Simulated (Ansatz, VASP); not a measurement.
# Two plane-wave programs on Zr3SN4

```xyz
8
Lattice="5.0599 0.0000 0.0000 0.0000 5.0599 0.0000 0.0000 0.0000 5.0599" Properties=species:S:1:pos:R:3 pbc="T T T"
Zr    0.0000    2.5299    2.5299
Zr    2.5299    2.5299    0.0000
Zr    2.5299    0.0000    2.5299
S     0.0000    0.0000    0.0000
N     3.5879    3.5879    1.4720
N     3.5879    1.4720    3.5879
N     1.4720    3.5879    3.5879
N     1.4720    1.4720    1.4720
```

Change from the starting cell: species swapped into the ZnCd3Se4 type (P-43m, No. 215).

Alike in both runs: functional PBE; k mesh 4 × 4 × 4; occupations gaussian, width 0.1 eV; no spin polarisation.

Ansatz relaxed the structure, and its values are those at the end. VASP's run is a single point on that final structure, the one shown.

|  | VASP | Ansatz |
| --- | --- | --- |
| version | VASP 6.6.1 | Ansatz 0.2.0 |
| potentials or method | VASP PAW PBE potentials, release 64 (Zr_sv, S, N), cutoff 520 eV | scalar-relativistic, plane waves, PAW |
| valence electrons in the cell | 62 | 62 |

```tsv
	VASP	Ansatz	Ansatz less VASP
gap on the k mesh at the Fermi level (eV)	none	none	-
pressure (GPa)	0.3	0.2	-0.12
rms of the force components (eV/Å)	0.005	0.010	+0.0053
```

A gap of «none» marks a metal or a gap that the smearing closes. With one functional, cell and mesh, what is left measures potentials, basis and numerics.
